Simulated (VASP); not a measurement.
A run of VASP 6.6.1 is set up as follows.

Contents of INCAR:

```
PREC = Accurate
ENCUT = 520
EDIFF = 1E-6
ISMEAR = 0
SIGMA = 0.02
LREAL = F
LASPH = T
NELM = 100
ALGO = Normal
ISIF = 2
LWAVE = F
LCHARG = F
GGA = PE
NBANDS = 32
```

Contents of KPOINTS:

```
Automatic mesh
0
Gamma
  12 12 12
```

Contents of POSCAR:

```
Bi2Te3
1.0
    2.2234355405      1.2837011061     10.7201026762
   -2.2234355405      1.2837011061     10.7201026762
    0.0000000000     -2.5674022174     10.7201026756
Bi Te
2 3
Direct
    0.3972261629      0.3972261629      0.3972261629
    0.6027738371      0.6027738371      0.6027738371
    0.0000000000      0.0000000000      0.0000000000
    0.2160054996      0.2160054996      0.2160054996
    0.7839945004      0.7839945004      0.7839945004
```

Potentials or basis: VASP PAW PBE potentials, release 64 (Bi_d, Te).

Launch:

```bash
$ cat potpaw_PBE.64/Bi_d/POTCAR potpaw_PBE.64/Te/POTCAR > POTCAR
$ mpirun -np 1 vasp_std > vasp.out
```

Question: Estimate the largest force.

Answer: 0.009 eV/Å.

Question: What does it give for the pressure?

Answer: 0.0 GPa.

Question: Estimate the band gap on the k mesh.

Answer: 0.54 eV.

Forces on the atoms (eV/Å):
```
Bi   0.000  0.000 -0.009
Bi   0.000  0.000  0.009
Te   0.000  0.000  0.000
Te   0.000  0.000 -0.009
Te   0.000  0.000  0.009
```

Caveat: spin-orbit coupling is left out, which moves the levels of the heavy elements.

**The experiment to reproduce.**

“Vacancy and Antisite-Induced Ferromagnetism in Liquid-Phase Exfoliated Bi2Te3”, 2024, arxiv:2412.10539 quotes, for a bulk crystal of Bi2Te3: band gap 0.17 eV.

Against the measured gap of Bi2Te3, 0.17 eV (quoted in “Vacancy and Antisite-Induced Ferromagnetism in Liquid-Phase Exfoliated Bi2Te3”, 2024, arxiv:2412.10539), the calculated 0.54 eV is off by +0.37 eV. Spin-orbit coupling on Bi, Te is left out. The value is that of PBE on a finite k mesh, which can miss the band edges, without temperature or zero-point motion.
